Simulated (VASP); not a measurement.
# P (Fm-3m) in VASP: a series of runs, part 2 of 3

VASP 6.6.1. The steps go on from the part before.

**3. Relaxation of cell and atoms, r2SCAN, target pressure 15 GPa, at which the enthalpy is minimised**

POSCAR reads:

```
P
1.0
    0.0000000000      1.9400000000      1.9400000000
    1.9400000000      0.0000000000      1.9400000000
    1.9400000000      1.9400000000      0.0000000000
P
1
Direct
    0.0000000000      0.0000000000      0.0000000000
```

INCAR.step1 reads:

```
SYSTEM = P
ALGO = Normal
EDIFF = 1E-5
EDIFFG = -0.005
ENCUT = 550
GGA = PE
GGA_COMPAT = .False.
IBRION = 2
ISIF = 3
ISMEAR = 1
LASPH = .True.
LCHARG = .False.
LREAL = .False.
LWAVE = .True.
NELM = 120
NELMIN = 4
NSW = 100
PREC = Accurate
SIGMA = 0.05
```

INCAR.step2 reads:

```
SYSTEM = P
ALGO = Normal
EDIFF = 1E-7
EDIFFG = -0.03
ENCUT = 550
GGA_COMPAT = .False.
IBRION = 2
ISIF = 3
ISMEAR = 1
ISTART = 1
LASPH = .True.
LCHARG = .False.
LMIXTAU = .True.
LREAL = .False.
LWAVE = .False.
METAGGA = R2SCAN
NELM = 120
NELMIN = 4
NSW = 80
PREC = Accurate
PSTRESS = 150.0
SIGMA = 0.05
```

KPOINTS reads:

```
k-points
0
Gamma
  18 18 18
  0 0 0
```

Potentials or basis: VASP PAW PBE potentials, release 64 (P).

Launch:

```sh
$ cat potpaw_PBE.64/P/POTCAR > POTCAR
$ cp INCAR.step1 INCAR
$ mpirun -np 1 vasp_std > vasp.out
$ cp INCAR.step2 INCAR
$ mpirun -np 1 vasp_std > vasp.out
```

OUTCAR:

```text
SYSTEM = P
   EDIFF = 1E-7
   EDIFFG = -0.03
   ENCUT = 550
   IBRION = 2
   ISIF = 3
   ISMEAR = 1
   ISTART = 1
   LASPH = .True.
   LREAL = .False.
   METAGGA = R2SCAN
   NELM = 120
   NELMIN = 4
   NSW = 80
   PREC = Accurate
   PSTRESS = 150.0

 ion  position               nearest neighbor table
   1  0.000  0.000  0.000-

  LATTYP: Found a face centered cubic cell.
 ALAT       =     3.8800000000

  Lattice vectors:

 A1 = (   0.0000000000,   1.9400000000,   1.9400000000)
 A2 = (   1.9400000000,   0.0000000000,   1.9400000000)
 A3 = (   1.9400000000,   1.9400000000,   0.0000000000)

Analysis of symmetry for initial positions (statically):
=====================================================================
 Subroutine PRICEL returns:
 Original cell was already a primitive cell.

 Routine SETGRP: Setting up the symmetry group for a
 face centered cubic supercell.

 Subroutine GETGRP returns: Found 48 space group operations
 (whereof 48 operations were pure point group operations)
 out of a pool of 48 trial point group operations.

The static configuration has the point symmetry O_h .

Analysis of symmetry for dynamics (positions and initial velocities):
=====================================================================
 Subroutine PRICEL returns:
 Original cell was already a primitive cell.

 Routine SETGRP: Setting up the symmetry group for a
 face centered cubic supercell.

 Subroutine GETGRP returns: Found 48 space group operations
 (whereof 48 operations were pure point group operations)
 out of a pool of 48 trial point group operations.

The dynamic configuration has the point symmetry O_h .

 Subroutine INISYM returns: Found 48 space group operations
 (whereof 48 operations are pure point group operations),
 and found     1 'primitive' translations

----------------------------------------------------------------------------------------

                                     Primitive cell

  volume of cell :      14.6028

  direct lattice vectors                    reciprocal lattice vectors
     0.000000000  1.940000000  1.940000000    -0.257731959  0.257731959  0.257731959
     1.940000000  0.000000000  1.940000000     0.257731959 -0.257731959  0.257731959
     1.940000000  1.940000000  0.000000000     0.257731959  0.257731959 -0.257731959

  length of vectors
     2.743574311  2.743574311  2.743574311     0.446404847  0.446404847  0.446404847

  position of ions in fractional coordinates (direct lattice)
     0.000000000  0.000000000  0.000000000

  ion indices of the primitive-cell ions
   primitive index   ion index
                 1           1

----------------------------------------------------------------------------------------

 KPOINTS: k-points

Automatic generation of k-mesh.
 Grid dimensions read from file:
 generate k-points for:   18   18   18

 Generating k-lattice:

  Cartesian coordinates                     Fractional coordinates (reciprocal lattice)
    -0.014318442  0.014318442  0.014318442     0.055555556  0.000000000  0.000000000
     0.014318442 -0.014318442  0.014318442     0.000000000  0.055555556  0.000000000
     0.014318442  0.014318442 -0.014318442     0.000000000  0.000000000  0.055555556

  Length of vectors
     0.024800269  0.024800269  0.024800269

  Shift w.r.t. Gamma in fractional coordinates (k-lattice)
     0.000000000  0.000000000  0.000000000

 Subroutine IBZKPT returns following result:
 ===========================================

 Found    195 irreducible k-points:

 Following reciprocal coordinates:
            Coordinates               Weight
  0.000000  0.000000  0.000000      1.000000
  0.055556  0.000000  0.000000      8.000000
  0.111111  0.000000  0.000000      8.000000
  0.166667  0.000000  0.000000      8.000000
  0.222222  0.000000  0.000000      8.000000
  0.277778  0.000000  0.000000      8.000000
[... 16 lines left out ...]
 -0.277778  0.055556  0.000000     24.000000
 -0.222222  0.055556  0.000000     24.000000
 [... further k-points ...]
   k-points           NKPTS =    195   k-points in BZ     NKDIM =    195   number of bands    NBANDS=      6
   number of dos      NEDOS =    301   number of ions     NIONS =      1
   total plane-waves  NPLWV =  13824
   dimension x,y,z NGX =    24 NGY =   24 NGZ =   24
   dimension x,y,z NGXF=    48 NGYF=   48 NGZF=   48
   ions per type =               1
   NGX,Y,Z   is equivalent  to a cutoff of  14.54, 14.54, 14.54 a.u.
   NGXF,Y,Z  is equivalent  to a cutoff of  29.09, 29.09, 29.09 a.u.
 SYSTEM =  P
   PREC   = accura    normal or accurate (medium, high low for compatibility)
   ISTART =      1    job   : 0-new  1-cont  2-samecut
   ICHARG =      0    charge: 1-file 2-atom 10-const
   ISPIN  =      1    spin polarized calculation?
   LNONCOLLINEAR =      F non collinear calculations
   LSORBIT =      F    spin-orbit coupling
   LASPH  =      T    aspherical Exc in radial PAW
   ENCUT  =  550.0 eV  40.42 Ry    6.36 a.u.   5.25  5.25  5.25*2*pi/ulx,y,z
   NELM   =    120;   NELMIN=  4; NELMDL=  0     # of ELM steps
   EDIFF  = 0.1E-06   stopping-criterion for ELM
   LREAL  =      F    real-space projection
   EDIFFG = -.3E-01   stopping-criterion for IOM
   NSW    =     80    number of steps for IOM
   IBRION =      2    ionic relax: 0-MD 1-quasi-New 2-CG
   NFREE  =      1    steps in history (QN), initial steepest desc. (CG)
   ISIF   =      3    stress and relaxation
   ISYM   =      2    0-nonsym 1-usesym 2-fastsym
   POTIM  = 0.5000    time-step for ionic-motion
   TEBEG  =    0.0;   TEEND  =   0.0 temperature during run
   PSTRESS=  150.0 pullay stress
   NELECT =       5.0000    total number of electrons
   NUPDOWN=      -1.0000    fix difference up-down
   EMIN   =  10.00;   EMAX   =-10.00  energy-range for DOS
   EFERMI =   0.00;   METHOD = LEGACY
   ISMEAR =     1;   SIGMA  =   0.05  broadening in eV -4-tet -1-fermi 0-gaus
   EFERMI_NEDOS =   21; number of points for ismear=-14 and -15
   IALGO  =     38    algorithm
   IMIX   =      4    mixing-type and parameters
     AMIX     =   0.40;   BMIX     =  1.00
     AMIX_MAG =   1.60;   BMIX_MAG =  1.00
  volume/ion in A,a.u.               =      14.60        98.54
  Fermi-wavevector in a.u.,A,eV,Ry     =   1.145301  2.164306 17.846968  1.311715
  Thomas-Fermi vector in A             =   2.281990
   LORBIT       =      0    0 simple, 1 ext, 2 COOP (PROOUT), +10 PAW based schemes
   METAGGA = R2SCAN    functional components
   LHFCALC =     F    Hartree Fock is set to
   AEXX    =    0.0000 exact exchange contribution
   IVDW    =     0    specifies the selected vdW correction
   LEPSILON=     F    determine dielectric tensor
   LRPA    =     F    only Hartree local field effects (RPA)
 conjugate gradient relaxation of ions
 non-spin polarized calculation
 Methfessel and Paxton  Order N= 1 SIGMA  =   0.05
  energy-cutoff  :      550.00
  volume of cell :       14.60
 maximum number of plane-waves:       444
 NGX is ok and might be reduce to    24
   NGX = 11   NGY = 11   NGZ = 11

--------------------------------------- Ionic step        1  -------------------------------------------

 number of electron       5.0000000 magnetization

 Free energy of the ion-electron system (eV)
  ---------------------------------------------------
  ext. energy  EPLUGINS =         0.00000000
  ---------------------------------------------------
  free energy    TOTEN  =        -7.85996114 eV

  energy without entropy =       -7.85991055  energy(sigma->0) =       -7.85994427

 E-fermi :   9.7475     XC(G=0): -12.1906

 val. band max:        9.7176050388   @ k =   0.5000   0.4444   0.0556
 cond. band min:       9.7565793354   @ k =   0.4444   0.2778   0.0556
 fundamental gap:      0.0389742966
 Fermi energy:         9.7475280345

 k-point     1 :       0.0000    0.0000    0.0000
  band No.  band energies     occupation
      1      -7.4990      2.00000
      2      16.9114      0.00000
      3      16.9114      0.00000
      4      16.9114      0.00000
      5      21.8002      0.00000
      6      21.8002      0.00000

 k-point     2 :       0.0556    0.0000    0.0000
  band No.  band energies     occupation
      1      -7.4078      2.00000
      2      16.1303      0.00000
      3      16.7703      0.00000
      4      16.7703      0.00000
      5      21.8950      0.00000
      6      22.0355      0.00000
[... 269 lines left out ...]
  enthalpy is  TOTEN    =        -6.5499702926 eV   P V=        1.1167016274

--------------------------------------- Ionic step        3  -------------------------------------------

 number of electron       5.0000000 magnetization

 Free energy of the ion-electron system (eV)
  ---------------------------------------------------
  ext. energy  EPLUGINS =         0.00000000
  ---------------------------------------------------
  free energy    TOTEN  =        -7.78402993 eV

  energy without entropy =       -7.78409954  energy(sigma->0) =       -7.78405313

 E-fermi :  11.6680     XC(G=0): -12.8440

 val. band max:       11.6442815343   @ k =  -0.1667   0.1667   0.0556
 cond. band min:      11.7170759331   @ k =   0.3889   0.2778   0.1111
 fundamental gap:      0.0727943988
 Fermi energy:        11.6680061834

 k-point     1 :       0.0000    0.0000    0.0000
  band No.  band energies     occupation
      1      -7.0560      2.00000
      2      20.1741      0.00000
      3      20.1741      0.00000
      4      20.1741      0.00000
      5      24.0162      0.00000
      6      24.0162      0.00000

 k-point     2 :       0.0556    0.0000    0.0000
  band No.  band energies     occupation
      1      -6.9555      2.00000
      2      19.1278      0.00000
      3      19.9622      0.00000
      4      19.9622      0.00000
      5      24.3364      0.00000
      6      24.3364      0.00000
[... 226 lines left out ...]
  FREE ENERGIE OF THE ION-ELECTRON SYSTEM (eV)
  ---------------------------------------------------
  free  energy   TOTEN  =        -7.7840299308 eV

  energy  without entropy=       -7.7840995353  energy(sigma->0) =       -7.78405313

  enthalpy is  TOTEN    =        -6.5809069129 eV   P V=        1.2031230180

 reached required accuracy - stopping structural energy minimisation
```

Wall time 67 s (1 thread of Intel Xeon 6975P-C (Granite Rapids), shared host); peak memory 0.15 GiB.

What came out:

```
Free energy                                                : -7.7840 eV
Relaxed volume                                             : 12.85 Å³/atom
Relaxed cell                                               : a = 2.629 Å, b = 2.629 Å, c = 2.629 Å, α = 60.00°, β = 60.00°, γ = 60.00°
Space group after relaxing (to 0.1 Å)                      : Fm-3m (No. 225)
Energy change on relaxing (the run minimises the enthalpy) : +75.9 meV/atom
Ionic steps                                                : 3
Pressure after relaxing                                    : 15.1 GPa
Band gap on the k mesh                                     : zero (an odd number of electrons rules out a gap without spin polarisation)
```

Step by step:
```tsv
step	energy change (eV)	largest force (eV/Å)	pressure (GPa)	volume (Å³)
1	0.0000	0.0000	0.17	14.60
2	0.1933	0.0000	26.21	11.93
3	0.0759	0.0000	15.13	12.85
```

Final structure:
```cif
data_structure
_symmetry_space_group_name_H-M 'P 1'
_symmetry_Int_Tables_number 1
_cell_length_a 2.6291
_cell_length_b 2.6291
_cell_length_c 2.6291
_cell_angle_alpha 60.000
_cell_angle_beta 60.000
_cell_angle_gamma 60.000
_cell_volume 12.85
loop_
_atom_site_label
_atom_site_type_symbol
_atom_site_fract_x
_atom_site_fract_y
_atom_site_fract_z
_atom_site_occupancy
P1 P 0.00000 0.00000 0.00000 1
```

Levels at points of the mesh, in eV from the Fermi level:
```
           k point  band 1  band 2  band 3  band 4  band 5  band 6
(0.00, 0.00, 0.00)  -18.72    8.51    8.51    8.51   12.35   12.35
(0.50, 0.00, 0.00)  -11.59   -9.63    6.00    6.00   11.25   11.25
(0.50, 0.50, 0.00)   -8.24   -8.10    0.83    0.83    4.13    5.77
```

Caveat: the cell is relaxed towards a set pressure, so the run minimises the enthalpy, not the energy; the PAW data sets were made with another functional, which shifts forces and pressure a little.

**4. Relaxation of cell and atoms, r2SCAN, target pressure 30 GPa, at which the enthalpy is minimised**

POSCAR is that of step 3.

INCAR.step1 reads:

```
SYSTEM = P
PREC = Accurate
ENCUT = 550
ISMEAR = 1
SIGMA = 0.05
LREAL = .False.
LASPH = .True.
NELM = 120
GGA = PE
ALGO = Normal
EDIFF = 1E-5
LWAVE = .True.
LCHARG = .False.
GGA_COMPAT = .False.
IBRION = 2
ISIF = 3
EDIFFG = -0.005
NELMIN = 4
NSW = 100
```

INCAR.step2 reads:

```
SYSTEM = P
PREC = Accurate
ENCUT = 550
EDIFF = 1E-7
ISMEAR = 1
SIGMA = 0.05
LREAL = .False.
LASPH = .True.
NELM = 120
ALGO = Normal
ISIF = 3
LWAVE = .False.
LCHARG = .False.
METAGGA = R2SCAN
LMIXTAU = .True.
IBRION = 2
NSW = 80
EDIFFG = -0.03
PSTRESS = 300.0
ISTART = 1
GGA_COMPAT = .False.
NELMIN = 4
```

KPOINTS reads:

```
regular mesh
0
Gamma
  18 18 18
  0 0 0
```

Potentials or basis: VASP PAW PBE potentials, release 64 (P).

Launch:

```sh
$ cat potpaw_PBE.64/P/POTCAR > POTCAR
$ cp INCAR.step1 INCAR
$ mpirun -np 1 vasp_std > vasp.out
$ cp INCAR.step2 INCAR
$ mpirun -np 1 vasp_std > vasp.out
```

OUTCAR:

```text
SYSTEM = P
   PREC = Accurate
   ENCUT = 550
   EDIFF = 1E-7
   ISMEAR = 1
   LREAL = .False.
   LASPH = .True.
   NELM = 120
   ISIF = 3
   METAGGA = R2SCAN
   IBRION = 2
   NSW = 80
   EDIFFG = -0.03
   PSTRESS = 300.0
   ISTART = 1
   NELMIN = 4

 ion  position               nearest neighbor table
   1  0.000  0.000  0.000-

  LATTYP: Found a face centered cubic cell.
 ALAT       =     3.8800000000

  Lattice vectors:

 A1 = (   0.0000000000,   1.9400000000,   1.9400000000)
 A2 = (   1.9400000000,   0.0000000000,   1.9400000000)
 A3 = (   1.9400000000,   1.9400000000,   0.0000000000)

Analysis of symmetry for initial positions (statically):
=====================================================================
 Subroutine PRICEL returns:
 Original cell was already a primitive cell.

[... 168 lines left out ...]

  energy without entropy =       -7.85991055  energy(sigma->0) =       -7.85994427

 E-fermi :   9.7475     XC(G=0): -12.1906

 val. band max:        9.7176050388   @ k =   0.5000   0.4444   0.0556
 cond. band min:       9.7565793354   @ k =   0.4444   0.2778   0.0556
 fundamental gap:      0.0389742966
 Fermi energy:         9.7475280345

 k-point     1 :       0.0000    0.0000    0.0000
  band No.  band energies     occupation
      1      -7.4990      2.00000
      2      16.9114      0.00000
      3      16.9114      0.00000
      4      16.9114      0.00000
      5      21.8002      0.00000
      6      21.8002      0.00000
[... 317 lines left out ...]
--------------------------------------- Ionic step        4  -------------------------------------------

 number of electron       5.0000000 magnetization

 Free energy of the ion-electron system (eV)
  ---------------------------------------------------
  ext. energy  EPLUGINS =         0.00000000
  ---------------------------------------------------
  free energy    TOTEN  =        -7.62602682 eV

  energy without entropy =       -7.62611467  energy(sigma->0) =       -7.62605610

 E-fermi :  13.2185     XC(G=0): -13.3420

 val. band max:       13.1943145459   @ k =  -0.1667   0.1667   0.0556
 cond. band min:      13.2746381846   @ k =  -0.3889   0.3333   0.1111
 fundamental gap:      0.0803236388
 Fermi energy:        13.2185093953

 k-point     1 :       0.0000    0.0000    0.0000
  band No.  band energies     occupation
      1      -6.7088      2.00000
      2      22.8254      0.00000
      3      22.8254      0.00000
      4      22.8254      0.00000
      5      25.7742      0.00000
      6      25.7742      0.00000
[... 239 lines left out ...]
  energy  without entropy=       -7.6261146650  energy(sigma->0) =       -7.62605610

  enthalpy is  TOTEN    =        -5.4361064867 eV   P V=        2.1899203336

 reached required accuracy - stopping structural energy minimisation
```

OUTCAR.step1:

```text
SYSTEM = P
   PREC = Accurate
   ENCUT = 550
   ISMEAR = 1
   LREAL = .False.
   LASPH = .True.
   NELM = 120
   GGA = PE
   EDIFF = 1E-5
[... 502 lines left out ...]
  -------------------------------------------------------------------------------------
  Total        0.0002177      0.0002177      0.0002177      0.0000000      0.0000000     -0.0000000
  in kB        0.0240394      0.0240394      0.0240394      0.0000000      0.0000000     -0.0000000
  external PRESSURE =       0.0240394 kB  Pullay stress =       0.0000000 kB
[... 16 lines left out ...]
  FREE ENERGIE OF THE ION-ELECTRON SYSTEM (eV)
  ---------------------------------------------------
  free  energy   TOTEN  =        -4.5202892042 eV

  energy  without entropy=       -4.5202631822  energy(sigma->0) =       -4.52028053

 reached required accuracy - stopping structural energy minimisation
```

It took 86 s on 1 thread of Intel Xeon 6975P-C (Granite Rapids), shared host; peak memory 0.15 GiB.

What came out:

| Quantity | Value |
| --- | --- |
| Free energy | -7.6260 eV |
| Relaxed volume | 11.70 Å³/atom |
| Relaxed cell | a = 2.548 Å, b = 2.548 Å, c = 2.548 Å, α = 60.00°, β = 60.00°, γ = 60.00° |
| Space group after relaxing (to 0.1 Å) | Fm-3m (No. 225) |
| Energy change on relaxing (the run minimises the enthalpy) | +233.9 meV/atom |
| Ionic steps | 4 |
| Pressure after relaxing | 29.9 GPa |
| Band gap on the k mesh | zero (an odd number of electrons rules out a gap without spin polarisation) |

Step by step:
```
step  energy change (eV)  largest force (eV/Å)  pressure (GPa)  volume (Å³)
   1              0.0000                0.0000            0.17        14.60
   2              0.9104                0.0000           78.92         9.58
   3              0.2211                0.0000           28.77        11.77
   4              0.2339                0.0000           29.92        11.70
```

Final structure:
```cif
data_structure
_symmetry_space_group_name_H-M 'P 1'
_symmetry_Int_Tables_number 1
_cell_length_a 2.5479
_cell_length_b 2.5479
_cell_length_c 2.5479
_cell_angle_alpha 60.000
_cell_angle_beta 60.000
_cell_angle_gamma 60.000
_cell_volume 11.70
loop_
_atom_site_label
_atom_site_type_symbol
_atom_site_fract_x
_atom_site_fract_y
_atom_site_fract_z
_atom_site_occupancy
P1 P 0.00000 0.00000 0.00000 1
```

Caveat: the cell is relaxed towards a set pressure, so the run minimises the enthalpy, not the energy; the volume moved by over 15 % at a fixed basis, so the end points are rough; the PAW data sets were made with another functional, which shifts forces and pressure a little.

(Continued in part 3 of 3.)
